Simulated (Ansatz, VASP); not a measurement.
Two plane-wave programs on Si

```
Si
1.0
     0.00000    2.70087    2.70087
     2.70087    0.00000    2.70087
     2.70087    2.70087    0.00000
Si
2
Direct
  0.00000 0.00000 0.00000
  0.25000 0.25000 0.25000
```

Alike in both runs: functional LDA; k mesh 8 × 8 × 8; occupations gaussian, width 0.02 eV; no spin polarisation.

Ansatz relaxed the structure, and its values are those at the end. VASP's run is a single point on that final structure, the one shown.

|  | VASP | Ansatz |
| --- | --- | --- |
| version | VASP 6.6.1 | Ansatz 0.2.0 |
| potentials or method | VASP PAW LDA potentials, release 64 (Si), cutoff 500 eV | scalar-relativistic, plane waves, PAW |
| valence electrons in the cell | 8 | 8 |

VASP gave:

| Item | Value |
| --- | --- |
| gap on the k mesh at the Fermi level (eV) | 0.49 |
| least direct gap on the mesh (eV) | 2.53 |
| pressure (GPa) | 0.1 |

Task: Estimate Ansatz's values.

Result: gap on the k mesh at the Fermi level (eV): 0.49; least direct gap on the mesh (eV): 2.53; pressure (GPa): 0.0.

Ansatz warns that its potentials were made for another functional, while VASP's fit it. LDA's correlation is that of Perdew and Zunger in VASP and of Perdew and Wang (1992) in Ansatz.
